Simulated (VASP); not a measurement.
Here is a VASP 6.6.1 calculation.

Contents of INCAR:

```
ALGO = Normal
EDIFF = 1E-6
ENCUT = 520
ISIF = 2
ISMEAR = 0
LASPH = T
LCHARG = F
LREAL = F
LWAVE = F
NBANDS = 42
NELM = 100
PREC = Accurate
SIGMA = 0.1
```

File KPOINTS:

```
k-points
0
Gamma
  8 8 4
```

Contents of POSCAR:

```
YAgSb2
1.0
    4.2510845975      0.0000000000      0.0000000000
    0.0000000000      4.2510845975      0.0000000000
    0.0000000000      0.0000000000     10.0948555031
Y Ag Sb
2 2 4
Direct
    0.0000000000      0.5000000000      0.7617685328
    0.5000000000      0.0000000000      0.2382314672
    0.0000000000      0.0000000000      0.5000000000
    0.5000000000      0.5000000000      0.5000000000
    0.0000000000      0.0000000000      0.0000000000
    0.5000000000      0.5000000000      0.0000000000
    0.0000000000      0.5000000000      0.3170675502
    0.5000000000      0.0000000000      0.6829324498
```

Potentials or basis: VASP PAW LDA potentials, release 64 (Y_sv, Ag, Sb).

Command:

```sh
$ cat potpaw_LDA.64/Y_sv/POTCAR potpaw_LDA.64/Ag/POTCAR potpaw_LDA.64/Sb/POTCAR > POTCAR
$ mpirun -np 1 vasp_std > vasp.out
```

(1) Predict the band gap on the k mesh.

(2) Estimate the largest force.

## Answers

(1) zero (bands 32 and 33 overlap by 0.93 eV).

(2) 0.016 eV/Å.

Caveat: spin-orbit coupling is left out, which moves the levels of the heavy elements.
